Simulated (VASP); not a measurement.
# Si: single point with PBEsol

The system is Si.

```
Si
1.0
    -3.48921    3.48921    3.09284
     3.48921   -3.48921    3.09284
     3.48921    3.48921   -3.09284
Si
8
Direct
  0.20479 0.20479 0.20479
  0.50000 0.00000 0.29521
  0.29521 0.50000 0.00000
  0.00000 0.29521 0.50000
  0.79521 0.79521 0.79521
  0.50000 0.00000 0.70479
  0.70479 0.50000 0.00000
  0.00000 0.70479 0.50000
```

```yaml
Program: VASP 6.6.1
Task: single point
Functional: PBEsol
Potentials_or_basis: VASP PAW PBE potentials, release 64 (Si)
Cutoff: 520 eV
k_mesh: 10 × 10 × 10
Occupations: gaussian, width 0.15 eV
Spin: no spin polarisation
```

The pressure is -3.8 GPa and the largest force is 0.694 eV/Å. The band gap on the k mesh is zero (bands 16 and 17 overlap by 0.42 eV).

Forces on the atoms (eV/Å):
```
Si  -0.206  0.462 -0.476
Si   0.206 -0.462 -0.476
Si  -0.206 -0.462  0.476
Si   0.206  0.462  0.476
Si   0.206 -0.462  0.476
Si  -0.206  0.462  0.476
Si   0.206  0.462 -0.476
Si  -0.206 -0.462 -0.476
```

Stress tensor (GPa, compression positive):
```
-8.77  0.00  0.00
 0.00 -7.86  0.00
 0.00  0.00  5.38
```

Levels at points of the mesh, in eV from the Fermi level:
```tsv
k point	band 14	band 15	band 16	band 17	band 18	band 19
(0.00, 0.00, 0.00)	-1.92	-1.83	0.19	0.81	0.91	3.26
(0.50, 0.00, 0.00)	-1.80	-1.62	-1.62	0.81	0.81	1.73
(0.50, 0.00, 0.50)	-1.68	-1.11	-1.11	-0.01	-0.01	1.87
(0.50, 0.50, 0.00)	-2.12	-1.01	-1.01	0.29	0.29	1.58
(0.50, 0.50, 0.50)	-0.64	-0.24	0.06	0.64	1.81	2.26
```

It took 9.3 min on 1 thread of AMD EPYC 9R45 96-Core Processor (Zen 5), with other jobs on the host, peak memory 0.58 GiB.

Caveat: the stress differs along the axes, from -9 to 5 GPa; semilocal functionals underestimate gaps, and a narrow one can read as zero; the PAW data sets were made with another functional, which shifts forces and pressure a little.
